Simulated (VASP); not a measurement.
# Be3TeSe2 (P3m1) in VASP: notebook

Be3TeSe2 is run at these levels: PBE; tasks: single point, relaxation of cell and atoms.

Everything below comes from runs of VASP 6.6.1. Logs are shortened: lines on timing, memory, paths and dates and some standing lists are left out, and cuts for length are marked.

## (1) The cell of the first run

The structure is trigonal, space group P3m1 (No. 156). The conventional cell has a = 3.635 Å, b = 3.635 Å, c = 10.976 Å, α = 90.00°, β = 90.00°, γ = 120.00°. Be (site symmetry 3m) has 1 Se at 2.14 Å and 1 Te at 2.32 Å and 3 Be at 2.48 Å within 2.8 Å. Be (site symmetry 3m) has 1 Se at 2.09 Å and 3 Te at 2.37 Å within 2.8 Å. Be (site symmetry 3m) has 3 Se at 2.25 Å and 3 Be at 2.48 Å within 3.0 Å. Te (site symmetry 3m) has 4 Be at 2.32 to 2.37 Å within 3.1 Å. Within 2.8 Å of Se (site symmetry 3m) lie 1 Be at 2.09 Å. Se (site symmetry 3m) has 4 Be at 2.14 to 2.25 Å within 2.8 Å.

The cell was built from a structure type or drawn by symmetry, and may not be a known phase.

## (2) Single point, PBE

The input, INCAR:

```
PREC = Accurate
ENCUT = 520
EDIFF = 1E-6
ISMEAR = 0
SIGMA = 0.1
LREAL = False
LASPH = True
NELM = 80
ALGO = Normal
ISIF = 2
LWAVE = False
LCHARG = False
GGA = PE
NBANDS = 21
```

The input, KPOINTS:

```
regular mesh
0
Gamma
  6 6 2
```

The input, POSCAR:

```
Be3TeSe2
1.0
    3.6348283994     -0.0000000025      0.0000000000
   -1.8174141975      3.1478537336      0.0000000000
    0.0000000000      0.0000000000     10.9762932852
Be Te Se
3 1 2
Direct
    0.0000000000      0.0000000000      0.6544819019
    0.3333333333      0.6666666667      0.3418078251
    0.6666666667      0.3333333333      0.7749371849
    0.0000000000      0.0000000000      0.4430888782
    0.3333333333      0.6666666667      0.1517220006
    0.0000000000      0.0000000000     -0.1509375508
```

Potentials or basis: VASP PAW PBE potentials, release 64 (Be, Te, Se).

The run is started by

```
$ cat potpaw_PBE.64/Be/POTCAR potpaw_PBE.64/Te/POTCAR potpaw_PBE.64/Se/POTCAR > POTCAR
$ mpirun -np 1 vasp_std > vasp.out
```

OUTCAR:

```text
PREC = Accurate
   ENCUT = 520
   EDIFF = 1E-6
   ISMEAR = 0
   LREAL = False
   LASPH = True
   NELM = 80
   ISIF = 2
   GGA = PE

 ion  position               nearest neighbor table
   1  0.000  0.000  0.654-   6 2.14   4 2.32
   2  0.333  0.667  0.342-   5 2.09   4 2.37   4 2.37   4 2.37
   3  0.667  0.333  0.775-   6 2.25   6 2.25   6 2.25
   4  0.000  0.000  0.443-   1 2.32   2 2.37   2 2.37   2 2.37
   5  0.333  0.667  0.152-   2 2.09
   6  0.000  0.000  0.849-   1 2.14   3 2.25   3 2.25   3 2.25

  LATTYP: Found a hexagonal cell.
 ALAT       =     3.6348283994
 C/A-ratio  =     3.0197555645

  Lattice vectors:

 A1 = (   3.6348283994,  -0.0000000025,   0.0000000000)
 A2 = (  -1.8174141975,   3.1478537336,   0.0000000000)
 A3 = (   0.0000000000,   0.0000000000,  10.9762932852)

Analysis of symmetry for initial positions (statically):
=====================================================================
 Subroutine PRICEL returns:
 Original cell was already a primitive cell.

 Routine SETGRP: Setting up the symmetry group for a
 hexagonal supercell.

 Subroutine GETGRP returns: Found  6 space group operations
 (whereof  6 operations were pure point group operations)
 out of a pool of 24 trial point group operations.

The static configuration has the point symmetry C_3v.

Analysis of symmetry for dynamics (positions and initial velocities):
=====================================================================
 Subroutine PRICEL returns:
 Original cell was already a primitive cell.

 Routine SETGRP: Setting up the symmetry group for a
 hexagonal supercell.

 Subroutine GETGRP returns: Found  6 space group operations
 (whereof  6 operations were pure point group operations)
 out of a pool of 24 trial point group operations.

The dynamic configuration has the point symmetry C_3v.

 Subroutine INISYM returns: Found  6 space group operations
 (whereof  6 operations are pure point group operations),
 and found     1 'primitive' translations

----------------------------------------------------------------------------------------

                                     Primitive cell

  volume of cell :     125.5897

  direct lattice vectors                    reciprocal lattice vectors
     3.634828399 -0.000000003  0.000000000     0.275116151  0.158838384  0.000000000
    -1.817414197  3.147853734  0.000000000     0.000000000  0.317676768  0.000000000
     0.000000000  0.000000000 10.976293285     0.000000000  0.000000000  0.091105437

  length of vectors
     3.634828399  3.634828399 10.976293285     0.317676768  0.317676768  0.091105437

  position of ions in fractional coordinates (direct lattice)
     0.000000000  0.000000000  0.654481902
     0.333333333  0.666666667  0.341807825
     0.666666667  0.333333333  0.774937185
     0.000000000  0.000000000  0.443088878
     0.333333333  0.666666667  0.151722001
     0.000000000  0.000000000  0.849062449

  ion indices of the primitive-cell ions
   primitive index   ion index
                 1           1
                 2           2
                 3           3
                 4           4
                 5           5
                 6           6

----------------------------------------------------------------------------------------

 KPOINTS: regular mesh

Automatic generation of k-mesh.
 Grid dimensions read from file:
 generate k-points for:    6    6    2

 Generating k-lattice:

  Cartesian coordinates                     Fractional coordinates (reciprocal lattice)
     0.045852692  0.026473064  0.000000000     0.166666667  0.000000000  0.000000000
     0.000000000  0.052946128  0.000000000     0.000000000  0.166666667  0.000000000
     0.000000000  0.000000000  0.045552719     0.000000000  0.000000000  0.500000000

  Length of vectors
     0.052946128  0.052946128  0.045552719

  Shift w.r.t. Gamma in fractional coordinates (k-lattice)
     0.000000000  0.000000000  0.000000000

 Subroutine IBZKPT returns following result:
 ===========================================

 Found     14 irreducible k-points:

 Following reciprocal coordinates:
            Coordinates               Weight
  0.000000  0.000000  0.000000      1.000000
  0.166667  0.000000  0.000000      6.000000
  0.333333  0.000000  0.000000      6.000000
  0.500000 -0.000000  0.000000      3.000000
  0.166667  0.166667  0.000000      6.000000
  0.333333  0.166667  0.000000     12.000000
  0.333333  0.333333  0.000000      2.000000
  0.000000  0.000000  0.500000      1.000000
  0.166667  0.000000  0.500000      6.000000
  0.333333  0.000000  0.500000      6.000000
  0.500000 -0.000000  0.500000      3.000000
  0.166667  0.166667  0.500000      6.000000
  0.333333  0.166667  0.500000     12.000000
  0.333333  0.333333  0.500000      2.000000
   k-points           NKPTS =     14   k-points in BZ     NKDIM =     14   number of bands    NBANDS=     21
   number of dos      NEDOS =    301   number of ions     NIONS =      6
   total plane-waves  NPLWV =  65856
   dimension x,y,z NGX =    28 NGY =   28 NGZ =   84
   dimension x,y,z NGXF=    56 NGYF=   56 NGZF=  168
   ions per type =               3   1   2
   NGX,Y,Z   is equivalent  to a cutoff of  12.81, 12.81, 12.72 a.u.
   NGXF,Y,Z  is equivalent  to a cutoff of  25.61, 25.61, 25.45 a.u.
 SYSTEM =  unknown system
   PREC   = accura    normal or accurate (medium, high low for compatibility)
   ISTART =      0    job   : 0-new  1-cont  2-samecut
   ICHARG =      2    charge: 1-file 2-atom 10-const
   ISPIN  =      1    spin polarized calculation?
   LNONCOLLINEAR =      F non collinear calculations
   LSORBIT =      F    spin-orbit coupling
   LASPH  =      T    aspherical Exc in radial PAW
   ENCUT  =  520.0 eV  38.22 Ry    6.18 a.u.   6.76  6.76 20.41*2*pi/ulx,y,z
   NELM   =     80;   NELMIN=  2; NELMDL= -5     # of ELM steps
   EDIFF  = 0.1E-05   stopping-criterion for ELM
   LREAL  =      F    real-space projection
   EDIFFG = 0.1E-04   stopping-criterion for IOM
   NSW    =      0    number of steps for IOM
   IBRION =     -1    ionic relax: 0-MD 1-quasi-New 2-CG
   NFREE  =      0    steps in history (QN), initial steepest desc. (CG)
   ISIF   =      2    stress and relaxation
   ISYM   =      2    0-nonsym 1-usesym 2-fastsym
   POTIM  = 0.5000    time-step for ionic-motion
   TEBEG  =    0.0;   TEEND  =   0.0 temperature during run
   PSTRESS=    0.0 pullay stress
   NELECT =      24.0000    total number of electrons
   NUPDOWN=      -1.0000    fix difference up-down
   EMIN   =  10.00;   EMAX   =-10.00  energy-range for DOS
   EFERMI =   0.00;   METHOD = LEGACY
   ISMEAR =     0;   SIGMA  =   0.10  broadening in eV -4-tet -1-fermi 0-gaus
   EFERMI_NEDOS =   21; number of points for ismear=-14 and -15
   IALGO  =     38    algorithm
   IMIX   =      4    mixing-type and parameters
     AMIX     =   0.40;   BMIX     =  1.00
     AMIX_MAG =   1.60;   BMIX_MAG =  1.00
  volume/ion in A,a.u.               =      20.93       141.25
  Fermi-wavevector in a.u.,A,eV,Ry     =   0.942961  1.781938 12.097974  0.889176
  Thomas-Fermi vector in A             =   2.070622
   LORBIT       =      0    0 simple, 1 ext, 2 COOP (PROOUT), +10 PAW based schemes
   GGA     = PE    functional components
   LHFCALC =     F    Hartree Fock is set to
   AEXX    =    0.0000 exact exchange contribution
   IVDW    =     0    specifies the selected vdW correction
   LEPSILON=     F    determine dielectric tensor
   LRPA    =     F    only Hartree local field effects (RPA)
 non-spin polarized calculation
 Gauss-broadening in eV      SIGMA  =   0.10
  energy-cutoff  :      520.00
  volume of cell :      125.59
 maximum number of plane-waves:      3401
 NGX is ok and might be reduce to    28
   NGX = 13   NGY = 13   NGZ = 41

 number of electron      23.9999999 magnetization

 Free energy of the ion-electron system (eV)
  ---------------------------------------------------
  ext. energy  EPLUGINS =         0.00000000
  ---------------------------------------------------
  free energy    TOTEN  =       -21.28138631 eV

  energy without entropy =      -21.26804780  energy(sigma->0) =      -21.27471705

 E-fermi :   3.4504     XC(G=0):  -8.8889

 val. band max:        3.4262566670   @ k =   0.3333   0.0000   0.0000
 cond. band min:       3.5174980149   @ k =   0.1667   0.1667   0.5000
 fundamental gap:      0.0912413479
 Fermi energy:         3.4503626992

 k-point     1 :       0.0000    0.0000    0.0000
  band No.  band energies     occupation
      1     -11.1707      2.00000
      2      -9.4611      2.00000
      3      -8.7375      2.00000
      4      -2.5713      2.00000
      5      -1.6059      2.00000
      6       1.3456      2.00000
[... 13 lines left out ...]
     20       9.3111      0.00000
     21       9.3111      0.00000

 k-point     2 :       0.1667    0.0000    0.0000
  band No.  band energies     occupation
      1     -10.9752      2.00000
      2      -9.1842      2.00000
      3      -8.5406      2.00000
      4      -2.2978      2.00000
      5      -1.3597      2.00000
      6       0.0035      2.00000
[... 13 lines left out ...]
     20       9.6046      0.00000
     21      10.0423      0.00000

 k-point     3 :       0.3333    0.0000    0.0000
  band No.  band energies     occupation
      1     -10.5216      2.00000
      2      -8.5509      2.00000
      3      -8.0190      2.00000
      4      -2.1242      2.00000
      5      -1.4749      2.00000
      6      -1.1888      2.00000
[... 13 lines left out ...]
     20      10.1280      0.00000
     21      10.4232      0.00000
[... 217 lines left out ...]
 k-point    13 :       0.3333    0.1667    0.5000
  band No.  band energies     occupation
      1     -10.2568      2.00000
      2      -8.2337      2.00000
      3      -7.6077      2.00000
      4      -2.5414      2.00000
      5      -1.7701      2.00000
      6      -1.0381      2.00000
[... 13 lines left out ...]
     20      10.3718      0.00000
     21      10.7737      0.00000

 k-point    14 :       0.3333    0.3333    0.5000
  band No.  band energies     occupation
      1     -10.1153      2.00000
      2      -8.0887      2.00000
      3      -7.3435      2.00000
      4      -2.2249      2.00000
      5      -1.9191      2.00000
      6      -1.4601      2.00000
[... 13 lines left out ...]
     20      11.0427      0.00000
     21      11.0938      0.00000

------------------------ aborting loop because EDIFF is reached ----------------------------------------

  FORCE on cell =-STRESS in cart. coord.  units (eV):
  Direction    XX          YY          ZZ          XY          YZ          ZX
  --------------------------------------------------------------------------------------
  -------------------------------------------------------------------------------------
  Total        0.0661291      0.0661291      0.2082269      0.0000000     -0.0000000     -0.0000000
  in kB        0.8436248      0.8436248      2.6563983      0.0000000     -0.0000000     -0.0000000
  external PRESSURE =       1.4478826 kB  Pullay stress =       0.0000000 kB

 VOLUME and BASIS-vectors are now :
 -----------------------------------------------------------------------------
  energy-cutoff  :      520.00
  volume of cell :      125.59
      direct lattice vectors                 reciprocal lattice vectors
     3.634828399 -0.000000003  0.000000000     0.275116151  0.158838384  0.000000000
    -1.817414197  3.147853734  0.000000000     0.000000000  0.317676768  0.000000000
     0.000000000  0.000000000 10.976293285     0.000000000  0.000000000  0.091105437

 POSITION                                       TOTAL-FORCE (eV/Angst)
 -----------------------------------------------------------------------------------
      0.00000      0.00000      7.18379        -0.000000      0.000000      0.004057
      0.00000      2.09857      3.75178        -0.000000      0.000000     -0.005767
      1.81741      1.04928      8.50594        -0.000000      0.000000     -0.012213
      0.00000      0.00000      4.86347         0.000000     -0.000000     -0.008327
      0.00000      2.09857      1.66535        -0.000000      0.000000     -0.006296
      0.00000      0.00000      9.31956         0.000000     -0.000000      0.028546
 -----------------------------------------------------------------------------------
    total drift:                                0.000000     -0.000000      0.000389

  FREE ENERGIE OF THE ION-ELECTRON SYSTEM (eV)
  ---------------------------------------------------
  free  energy   TOTEN  =       -21.2813863097 eV

  energy  without entropy=      -21.2680477989  energy(sigma->0) =      -21.27471705
```

Wall time 22 s (1 thread of Intel Xeon 6975P-C (Granite Rapids), shared host); peak memory 0.24 GiB.

Results:

```
Free energy            : -21.2814 eV
Pressure               : 0.1 GPa
Largest force          : 0.029 eV/Å
Band gap on the k mesh : zero (bands 12 and 13 overlap by 1.65 eV)
```

Forces in eV/Å, atoms in the order of the input:
```
Be   0.000  0.000  0.004
Be   0.000  0.000 -0.006
Be   0.000  0.000 -0.012
Te   0.000  0.000 -0.008
Se   0.000  0.000 -0.006
Se   0.000  0.000  0.029
```

Caveat: spin-orbit coupling is left out, which moves the levels of the heavy elements; this functional lacks dispersion, which binds the layers, so the pressure and a relaxed spacing across them are unreliable.

[end of part 1 of 2]
